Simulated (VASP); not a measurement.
A run of VASP 6.6.1 is set up as follows.

Contents of INCAR:

```
SYSTEM = BeS
PREC = Accurate
ENCUT = 600
EDIFF = 1E-6
ISMEAR = 0
SIGMA = 0.1
LREAL = .False.
LASPH = .True.
NELM = 120
ALGO = Normal
ISIF = 2
LWAVE = .False.
LCHARG = .False.
GGA = PE
NBANDS = 11
GGA_COMPAT = .False.
```

KPOINTS

```
Automatic mesh
0
Gamma
  6 6 6
  0 0 0
```

POSCAR

```
BeS
1.0
    0.0000000000      2.3044302961      2.3044302961
    2.3044302961      0.0000000000      2.3044302961
    2.3044302961      2.3044302961      0.0000000000
Be S
1 1
Direct
    0.0000000000      0.0000000000      0.0000000000
    0.5000000000      0.5000000000      0.5000000000
```

Potentials or basis: VASP PAW PBE potentials, release 64 (Be, S).

Run with:

```bash
$ cat potpaw_PBE.64/Be/POTCAR potpaw_PBE.64/S/POTCAR > POTCAR
$ mpirun -np 1 vasp_std > vasp.out
```

Task: What does it give for the band gap on the k mesh?

Result: 0.99 eV, indirect (least direct gap 4.22 eV).

Task: What does it give for the pressure?

Result: 1.6 GPa.

A k mesh can miss the band edges. Expect the measured gap to be larger: semilocal functionals such as PBE lack the derivative discontinuity.
